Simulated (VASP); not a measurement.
The system is CO2.

```
C O
1.0
    -1.98241    1.98241    2.99137
     1.98241   -1.98241    2.99137
     1.98241    1.98241   -2.99137
C O
2 4
Direct
  0.00000 0.00000 0.00000
  0.75000 0.25000 0.50000
  0.37500 0.28931 0.41431
  0.71069 0.12500 0.08569
  0.87500 0.96069 0.58569
  0.03931 0.62500 0.91431
```

Base run:

* Program: VASP 6.6.1
* Functional: PBE
* Potentials or basis: VASP PAW PBE potentials, release 64 (C_h, O_h)
* Cutoff: 910 eV
* k mesh: 10 × 10 × 10
* Occupations: gaussian, width 0.05 eV
* Spin: no spin polarisation

Its results: band gap on the k mesh 7.70 eV (least direct gap 8.12 eV); pressure -0.6 GPa; largest force 0.008 eV/Å.

Question: The run is repeated on the same cell with these changes: functional from PBE to RPBE. What comes out?

Answer: Band gap on the k mesh 7.82 eV (least direct gap 8.24 eV); pressure 5.0 GPa; largest force 0.157 eV/Å.

RPBE binds less tightly than PBE, so the same cell stands under more pressure.

Caveats: the cutoff is under 1.25 times the usual one of these potentials, so pressure, stress and relaxed cells hold a basis-set (Pulay) error; the cell stands under pressure (at least some runs); the PAW data sets were made with another functional, which shifts forces and pressure a little (at least some runs).

A k mesh can miss the band edges.
